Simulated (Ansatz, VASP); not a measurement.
One calculation of ZnO, two programs

Contents of INCAR:

```
SYSTEM = ZnO
PREC     = Accurate       ! precision mode
ENCUT    = 520            ! plane-wave cutoff, eV
EDIFF    = 1E-6           ! SCF threshold, eV
ISMEAR   = 0              ! smearing method
SIGMA    = 0.01           ! smearing width, eV
LREAL    = .FALSE.        ! projectors in reciprocal space
LASPH    = .TRUE.         ! aspherical terms in the spheres
NELM     = 100            ! most SCF steps
ALGO     = Normal         ! electronic algorithm
ISIF     = 2              ! what is computed and relaxed
LWAVE    = .FALSE.        ! write WAVECAR
LCHARG   = .FALSE.        ! write CHGCAR
GGA      = PS             ! functional
NBANDS   = 26             ! bands
```

KPOINTS

```
regular mesh
0
G
  8 8 4
  0 0 0
```

File POSCAR:

```
ZnO
1.0
    3.1656096103      0.0000000000      0.0000000000
   -1.5828048052      2.7414983410      0.0000000000
    0.0000000000      0.0000000000      5.1107264461
Zn O
2 2
Direct
    0.3333333333      0.6666666667      0.5000968684
    0.6666666667      0.3333333333      0.0000968684
    0.6666666667      0.3333333333      0.3789131316
    0.3333333333      0.6666666667      0.8789131316
```

Input for Ansatz:

```yaml
crystal:
  lattice:
    - [3.16560961029, 0.0, 0.0]
    - [-1.58280480515, 2.74149834098, 0.0]
    - [0.0, 0.0, 5.11072644613]
  atoms:
    - { symbol: Zn, position: [0.333333333333, 0.666666666667, 0.500096868411] }
    - { symbol: Zn, position: [0.666666666667, 0.333333333333, 9.6868411e-05] }
    - { symbol: O, position: [0.666666666667, 0.333333333333, 0.378913131589] }
    - { symbol: O, position: [0.333333333333, 0.666666666667, 0.878913131589] }
kpoints:
  mp_grid: { grid: [8, 8, 4] }
scf:
  occupations: { method: fixed }
  convergence: { dr2_threshold: 1.0e-10 }
hamiltonian:
  xc: pbesol
  pseudopotentials: { kind: all_electron, lapw: { basis_error: 0.0005 } }
output:
  forces: true
  stress: true
  eigenstates:
    kpoints:
      - [0.0, 0.0, 0.0]
      - [0.0, 0.0, -0.5]
      - [-0.5, 0.0, 0.0]
      - [-0.5, 0.5, 0.0]
      - [0.0, -0.5, 0.0]
      - [-0.5, 0.0, -0.5]
      - [-0.5, 0.5, -0.5]
      - [0.0, -0.5, -0.5]
  eigenvalues: true
```

Alike in both runs: task single point; functional PBEsol; k mesh 8 × 8 × 4; no spin polarisation.

|  | VASP | Ansatz |
| --- | --- | --- |
| version | VASP 6.6.1 | Ansatz 0.2.0 |
| potentials or method | VASP PAW PBE potentials, release 64 (Zn, O), cutoff 520 eV | all-electron LAPW, scalar-relativistic |
| occupations | gaussian, width 0.01 eV | fixed |

Ansatz gave:

| Item | Value |
| --- | --- |
| gap on the k mesh at the Fermi level (eV) | 0.81 |
| pressure (GPa) | 9.9 |

Task: Which values does VASP return?

Result: gap on the k mesh at the Fermi level (eV): 0.77; pressure (GPa): 11.2.

VASP's potentials were made for PBE, not for PBEsol. Ansatz ran all-electron here, and VASP with PAW potentials.
